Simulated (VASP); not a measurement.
# Zr (P6_3/mmc) in VASP: further runs

Runs on Zr. Level: PBEsol. Tasks: single point, relaxation of cell and atoms.

Program: VASP 6.6.1. These are calculated values, not measurements. Logs are shortened: lines on timing, memory, paths and dates and some standing lists are left out, and cuts for length are marked.

**1. The cell of the first run**

It takes space group P6_3/mmc (No. 194, hexagonal). The conventional cell has a = 3.178 Å, b = 3.178 Å, c = 5.142 Å, α = 90.00°, β = 90.00°, γ = 120.00°. Within 4.2 Å of Zr (site symmetry -6m2) lie 12 Zr at 3.16 to 3.18 Å.

**2. Single point, PBEsol**

Contents of INCAR:

```
  PREC = Accurate
  ENCUT = 520
  EDIFF = 1E-6
  ISMEAR = 0
  SIGMA = 0.02
  LREAL = False
  LASPH = True
  NELM = 60
  ALGO = Normal
  ISIF = 2
  LWAVE = False
  LCHARG = False
  GGA = PS
  NBANDS = 19
```

Contents of KPOINTS:

```
regular mesh
0
Gamma
  8 8 5
```

Contents of POSCAR:

```
Zr
1.0
    3.1782122870      0.0000000000      0.0000000000
   -1.5891061435      2.7524125791      0.0000000000
    0.0000000000      0.0000000000      5.1422393167
Zr
2
Direct
    0.3333333333      0.6666666667      0.2500000000
    0.6666666667      0.3333333333      0.7500000000
```

Potentials or basis: VASP PAW PBE potentials, release 64 (Zr_sv).

Command:

```
$ cat potpaw_PBE.64/Zr_sv/POTCAR > POTCAR
$ mpirun -np 1 vasp_std > vasp.out
```

OUTCAR:

```text
PREC = Accurate
   ENCUT = 520
   EDIFF = 1E-6
   ISMEAR = 0
   LREAL = False
   LASPH = True
   NELM = 60
   ISIF = 2
   GGA = PS

 ion  position               nearest neighbor table
   1  0.333  0.667  0.250-   2 3.16   2 3.16   2 3.16   2 3.16   2 3.16   2 3.16
   2  0.667  0.333  0.750-   1 3.16   1 3.16   1 3.16   1 3.16   1 3.16   1 3.16

  LATTYP: Found a hexagonal cell.
 ALAT       =     3.1782122870
 C/A-ratio  =     1.6179659671

  Lattice vectors:

 A1 = (   3.1782122870,   0.0000000000,   0.0000000000)
 A2 = (  -1.5891061435,   2.7524125791,   0.0000000000)
 A3 = (   0.0000000000,   0.0000000000,   5.1422393167)

Analysis of symmetry for initial positions (statically):
=====================================================================
 Subroutine PRICEL returns:
 Original cell was already a primitive cell.

 Routine SETGRP: Setting up the symmetry group for a
 hexagonal supercell.

 Subroutine GETGRP returns: Found 24 space group operations
 (whereof 12 operations were pure point group operations)
 out of a pool of 24 trial point group operations.

The static configuration has the point symmetry D_3d.
 The point group associated with its full space group is D_6h.

Analysis of symmetry for dynamics (positions and initial velocities):
=====================================================================
 Subroutine PRICEL returns:
 Original cell was already a primitive cell.

 Routine SETGRP: Setting up the symmetry group for a
 hexagonal supercell.

 Subroutine GETGRP returns: Found 24 space group operations
 (whereof 12 operations were pure point group operations)
 out of a pool of 24 trial point group operations.

The dynamic configuration has the point symmetry D_3d.
 The point group associated with its full space group is D_6h.

 Subroutine INISYM returns: Found 24 space group operations
 (whereof 12 operations are pure point group operations),
 and found     1 'primitive' translations

----------------------------------------------------------------------------------------

                                     Primitive cell

  volume of cell :      44.9830

  direct lattice vectors                    reciprocal lattice vectors
     3.178212287  0.000000000  0.000000000     0.314642292  0.181658812  0.000000000
    -1.589106144  2.752412579  0.000000000     0.000000000  0.363317625  0.000000000
     0.000000000  0.000000000  5.142239317     0.000000000  0.000000000  0.194467806

  length of vectors
     3.178212287  3.178212287  5.142239317     0.363317625  0.363317625  0.194467806

  position of ions in fractional coordinates (direct lattice)
     0.333333333  0.666666667  0.250000000
     0.666666667  0.333333333  0.750000000

  ion indices of the primitive-cell ions
   primitive index   ion index
                 1           1
                 2           2

----------------------------------------------------------------------------------------

 KPOINTS: regular mesh

Automatic generation of k-mesh.
 Grid dimensions read from file:
 generate k-points for:    8    8    5

 Generating k-lattice:

  Cartesian coordinates                     Fractional coordinates (reciprocal lattice)
     0.039330287  0.022707352  0.000000000     0.125000000  0.000000000  0.000000000
     0.000000000  0.045414703  0.000000000     0.000000000  0.125000000  0.000000000
     0.000000000  0.000000000  0.038893561     0.000000000  0.000000000  0.200000000

  Length of vectors
     0.045414703  0.045414703  0.038893561

  Shift w.r.t. Gamma in fractional coordinates (k-lattice)
     0.000000000  0.000000000  0.000000000

 Subroutine IBZKPT returns following result:
 ===========================================

 Found     30 irreducible k-points:

 Following reciprocal coordinates:
            Coordinates               Weight
  0.000000  0.000000  0.000000      1.000000
  0.125000 -0.000000  0.000000      6.000000
  0.250000 -0.000000  0.000000      6.000000
  0.375000 -0.000000  0.000000      6.000000
  0.500000 -0.000000  0.000000      3.000000
  0.125000  0.125000  0.000000      6.000000
[... 16 lines left out ...]
  0.250000 -0.000000  0.400000     12.000000
  0.375000 -0.000000  0.400000     12.000000
 [... further k-points ...]
   k-points           NKPTS =     30   k-points in BZ     NKDIM =     30   number of bands    NBANDS=     19
   number of dos      NEDOS =    301   number of ions     NIONS =      2
   total plane-waves  NPLWV =  23040
   dimension x,y,z NGX =    24 NGY =   24 NGZ =   40
   dimension x,y,z NGXF=    48 NGYF=   48 NGZF=   80
   ions per type =               2
   NGX,Y,Z   is equivalent  to a cutoff of  12.55, 12.55, 12.93 a.u.
   NGXF,Y,Z  is equivalent  to a cutoff of  25.11, 25.11, 25.86 a.u.
 SYSTEM =  unknown system
   PREC   = accura    normal or accurate (medium, high low for compatibility)
   ISTART =      0    job   : 0-new  1-cont  2-samecut
   ICHARG =      2    charge: 1-file 2-atom 10-const
   ISPIN  =      1    spin polarized calculation?
   LNONCOLLINEAR =      F non collinear calculations
   LSORBIT =      F    spin-orbit coupling
   LASPH  =      T    aspherical Exc in radial PAW
   ENCUT  =  520.0 eV  38.22 Ry    6.18 a.u.   5.91  5.91  9.56*2*pi/ulx,y,z
   NELM   =     60;   NELMIN=  2; NELMDL= -5     # of ELM steps
   EDIFF  = 0.1E-05   stopping-criterion for ELM
   LREAL  =      F    real-space projection
   EDIFFG = 0.1E-04   stopping-criterion for IOM
   NSW    =      0    number of steps for IOM
   IBRION =     -1    ionic relax: 0-MD 1-quasi-New 2-CG
   NFREE  =      0    steps in history (QN), initial steepest desc. (CG)
   ISIF   =      2    stress and relaxation
   ISYM   =      2    0-nonsym 1-usesym 2-fastsym
   POTIM  = 0.5000    time-step for ionic-motion
   TEBEG  =    0.0;   TEEND  =   0.0 temperature during run
   PSTRESS=    0.0 pullay stress
   NELECT =      24.0000    total number of electrons
   NUPDOWN=      -1.0000    fix difference up-down
   EMIN   =  10.00;   EMAX   =-10.00  energy-range for DOS
   EFERMI =   0.00;   METHOD = LEGACY
   ISMEAR =     0;   SIGMA  =   0.02  broadening in eV -4-tet -1-fermi 0-gaus
   EFERMI_NEDOS =   21; number of points for ismear=-14 and -15
   IALGO  =     38    algorithm
   IMIX   =      4    mixing-type and parameters
     AMIX     =   0.40;   BMIX     =  1.00
     AMIX_MAG =   1.60;   BMIX_MAG =  1.00
  volume/ion in A,a.u.               =      22.49       151.78
  Fermi-wavevector in a.u.,A,eV,Ry     =   1.327789  2.509157 23.987386  1.763023
  Thomas-Fermi vector in A             =   2.457075
   LORBIT       =      0    0 simple, 1 ext, 2 COOP (PROOUT), +10 PAW based schemes
   GGA     = PS    functional components
   LHFCALC =     F    Hartree Fock is set to
   AEXX    =    0.0000 exact exchange contribution
   IVDW    =     0    specifies the selected vdW correction
   LEPSILON=     F    determine dielectric tensor
   LRPA    =     F    only Hartree local field effects (RPA)
 non-spin polarized calculation
 Gauss-broadening in eV      SIGMA  =   0.02
  energy-cutoff  :      520.00
  volume of cell :       44.98
 maximum number of plane-waves:      1224
 NGX is ok and might be reduce to    24
   NGX = 11   NGY = 11   NGZ = 19

 number of electron      24.0000000 magnetization

 Free energy of the ion-electron system (eV)
  ---------------------------------------------------
  ext. energy  EPLUGINS =         0.00000000
  ---------------------------------------------------
  free energy    TOTEN  =       -18.15970141 eV

  energy without entropy =      -18.15864436  energy(sigma->0) =      -18.15917289

 E-fermi :   9.3258     XC(G=0): -11.3613

 val. band max:        9.2352958168   @ k =   0.0000   0.0000   0.4000
 cond. band min:       9.3359801962   @ k =   0.3750   0.2500   0.2000
 fundamental gap:      0.1006843794
 Fermi energy:         9.3258458888

 k-point     1 :       0.0000    0.0000    0.0000
  band No.  band energies     occupation
      1     -39.4169      2.00000
      2     -39.2472      2.00000
      3     -18.0122      2.00000
      4     -17.0408      2.00000
      5     -17.0408      2.00000
      6     -16.9115      2.00000
[... 11 lines left out ...]
     18      11.5638      0.00000
     19      13.8831      0.00000

 k-point     2 :       0.1250   -0.0000    0.0000
  band No.  band energies     occupation
      1     -39.3961      2.00000
      2     -39.2378      2.00000
      3     -17.9594      2.00000
      4     -17.1629      2.00000
      5     -17.0791      2.00000
      6     -17.0198      2.00000
[... 11 lines left out ...]
     18      11.2332      0.00000
     19      14.1372      0.00000

 k-point     3 :       0.2500   -0.0000    0.0000
  band No.  band energies     occupation
      1     -39.3436      2.00000
      2     -39.2169      2.00000
      3     -17.8171      2.00000
      4     -17.4560      2.00000
      5     -17.3053      2.00000
      6     -17.1660      2.00000
[... 11 lines left out ...]
     18      12.3554      0.00000
     19      14.4976      0.00000

 k-point     4 :       0.3750   -0.0000    0.0000
  band No.  band energies     occupation
      1     -39.2847      2.00000
      2     -39.2016      2.00000
      3     -17.7447      2.00000
      4     -17.6353      2.00000
      5     -17.5720      2.00000
      6     -17.2480      2.00000
[... 11 lines left out ...]
     18      13.8580      0.00000
     19      14.6846      0.00000

 k-point     5 :       0.5000   -0.0000    0.0000
  band No.  band energies     occupation
      1     -39.2554      2.00000
      2     -39.2001      2.00000
      3     -17.8623      2.00000
      4     -17.6781      2.00000
      5     -17.5281      2.00000
      6     -17.2808      2.00000
[... 11 lines left out ...]
     18      14.8590      0.00000
     19      15.7340      0.00000

 k-point     6 :       0.1250    0.1250    0.0000
  band No.  band energies     occupation
      1     -39.3594      2.00000
      2     -39.2226      2.00000
      3     -17.8615      2.00000
      4     -17.3311      2.00000
      5     -17.2766      2.00000
      6     -17.1026      2.00000
[... 11 lines left out ...]
     18      12.1720      0.00000
     19      14.2807      0.00000

 k-point     7 :       0.2500    0.1250    0.0000
  band No.  band energies     occupation
      1     -39.3031      2.00000
      2     -39.2050      2.00000
      3     -17.6963      2.00000
      4     -17.5999      2.00000
      5     -17.4967      2.00000
      6     -17.2331      2.00000
[... 11 lines left out ...]
     18      13.7823      0.00000
     19      14.4001      0.00000

 k-point     8 :       0.3750    0.1250    0.0000
  band No.  band energies     occupation
      1     -39.2557      2.00000
      2     -39.1998      2.00000
      3     -17.7988      2.00000
      4     -17.6266      2.00000
      5     -17.5308      2.00000
      6     -17.3351      2.00000
[... 256 lines left out ...]
 k-point    20 :       0.3750    0.2500    0.2000
  band No.  band energies     occupation
      1     -39.2261      2.00000
      2     -39.2074      2.00000
      3     -17.7608      2.00000
      4     -17.6540      2.00000
      5     -17.5596      2.00000
      6     -17.3384      2.00000
[... 11 lines left out ...]
     18      14.2352      0.00000
     19      16.2126      0.00000

 k-point    21 :       0.0000    0.0000    0.4000
  band No.  band energies     occupation
      1     -39.3590      2.00000
      2     -39.3066      2.00000
      3     -17.6499      2.00000
      4     -17.3107      2.00000
      5     -16.9907      2.00000
      6     -16.9907      2.00000
[... 11 lines left out ...]
     18      12.9204      0.00000
     19      13.6970      0.00000

 k-point    22 :       0.1250   -0.0000    0.4000
  band No.  band energies     occupation
      1     -39.3420      2.00000
      2     -39.2931      2.00000
      3     -17.6448      2.00000
      4     -17.3534      2.00000
      5     -17.0863      2.00000
      6     -17.0219      2.00000
[... 11 lines left out ...]
     18      12.9011      0.00000
     19      13.6729      0.00000

 k-point    23 :       0.2500   -0.0000    0.4000
  band No.  band energies     occupation
      1     -39.3002      2.00000
      2     -39.2610      2.00000
      3     -17.6912      2.00000
      4     -17.5415      2.00000
      5     -17.2454      2.00000
      6     -17.1046      2.00000
[... 11 lines left out ...]
     18      13.0725      0.00000
     19      13.6799      0.00000

 k-point    24 :       0.3750   -0.0000    0.4000
  band No.  band energies     occupation
      1     -39.2561      2.00000
      2     -39.2304      2.00000
      3     -17.8549      2.00000
      4     -17.7803      2.00000
      5     -17.2706      2.00000
      6     -17.1658      2.00000
[... 11 lines left out ...]
     18      13.8572      0.00000
     19      14.1932      0.00000

 [... further k-points ...]

------------------------ aborting loop because EDIFF is reached ----------------------------------------

  FORCE on cell =-STRESS in cart. coord.  units (eV):
  Direction    XX          YY          ZZ          XY          YZ          ZX
  --------------------------------------------------------------------------------------
  -------------------------------------------------------------------------------------
  Total        0.0195369      0.0195369      0.0246508     -0.0000000      0.0000000      0.0000000
  in kB        0.6958531      0.6958531      0.8779953     -0.0000000      0.0000000      0.0000000
  external PRESSURE =       0.7565672 kB  Pullay stress =       0.0000000 kB

 VOLUME and BASIS-vectors are now :
 -----------------------------------------------------------------------------
  energy-cutoff  :      520.00
  volume of cell :       44.98
      direct lattice vectors                 reciprocal lattice vectors
     3.178212287  0.000000000  0.000000000     0.314642292  0.181658812  0.000000000
    -1.589106144  2.752412579  0.000000000     0.000000000  0.363317625  0.000000000
     0.000000000  0.000000000  5.142239317     0.000000000  0.000000000  0.194467806

 POSITION                                       TOTAL-FORCE (eV/Angst)
 -----------------------------------------------------------------------------------
     -0.00000      1.83494      1.28556        -0.000000      0.000000      0.000000
      1.58911      0.91747      3.85668         0.000000     -0.000000      0.000000
 -----------------------------------------------------------------------------------
    total drift:                               -0.000000      0.000000     -0.000000

  FREE ENERGIE OF THE ION-ELECTRON SYSTEM (eV)
  ---------------------------------------------------
  free  energy   TOTEN  =       -18.1597014133 eV

  energy  without entropy=      -18.1586443626  energy(sigma->0) =      -18.15917289
```

It took 30 s on 1 thread of Intel Xeon 8259CL, shared host; peak memory 0.16 GiB.

Results:

```yaml
Free_energy: -18.1597 eV
Pressure: 0.1 GPa
Band_gap_on_the_k_mesh: zero (bands 12 and 13 overlap by 1.16 eV)
```

Levels at points of the mesh, in eV from the Fermi level:
```csv
k point,band 10,band 11,band 12,band 13,band 14,band 15
"(0.00, 0.00, 0.00)",-3.22,0.81,0.81,0.81,1.12,1.50
"(0.50, 0.00, 0.00)",-2.64,-2.35,-0.15,0.54,0.66,1.37
```

Caveat: the PAW data sets were made with another functional, which shifts forces and pressure a little.

(Continued in part 2 of 2.)
